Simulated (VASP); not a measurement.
Set up this calculation in VASP 6.6.1, as the native input.

| Quantity | Value |
| --- | --- |
| Task | relaxation of cell and atoms |
| Functional | PBE |
| Potentials or basis | VASP PAW PBE potentials, release 64 (Al) |
| Cutoff | 600 eV |
| k mesh | 18 × 18 × 7 |
| Occupations | gaussian, width 0.1 eV |
| Spin | no spin polarisation |
| Dipole correction | no |
| Further INCAR settings | ALGO = Fast; EDIFF = 1e-06; IBRION = 2; EDIFFG = -0.01; NSW = 65; ISIF = 3 |

The structure of Al lies in POSCAR:

```
Al
1.0
    2.8694187012      0.0000000000      0.0000000000
   -1.4347093506      2.4849894893      0.0000000000
    0.0000000000      0.0000000000      7.0011982524
Al
3
Direct
    0.0000000000      0.0000000000      0.0000000000
    0.3333333333      0.6666666667      0.3333333333
    0.6666666667      0.3333333333      0.6666666667
```

These files were run (other wordings do the same):

INCAR

```
SYSTEM = Al
PREC = Accurate
ENCUT = 600
EDIFF = 1E-6
ISMEAR = 0
SIGMA = 0.1
LREAL = .False.
LASPH = .True.
NELM = 80
ALGO = Fast
ISIF = 3
LWAVE = .False.
LCHARG = .False.
GGA = PE
IBRION = 2
NSW = 65
EDIFFG = -0.01
```

KPOINTS

```
regular mesh
0
Gamma
  18 18 7
  0 0 0
```

Potentials or basis: VASP PAW PBE potentials, release 64 (Al).

Command:

```console
$ cat potpaw_PBE.64/Al/POTCAR > POTCAR
$ mpirun -np 1 vasp_std > vasp.out
```

It gave:

- Relaxed volume: 16.49 Å³/atom
- Relaxed cell: a = 2.861 Å, b = 2.861 Å, c = 6.979 Å, α = 90.00°, β = 90.00°, γ = 120.00°
- Space group after relaxing (to 0.1 Å): Fm-3m (No. 225)
- Energy gained by relaxing: 0.3 meV/atom
- Ionic steps: 3
- Pressure after relaxing: 0.0 GPa
- Band gap on the k mesh: zero (an odd number of electrons rules out a gap without spin polarisation)

Wall time 2.3 min on 1 thread of AMD EPYC 7R13 Processor (Zen 3) (shared host), peak memory 0.22 GiB.
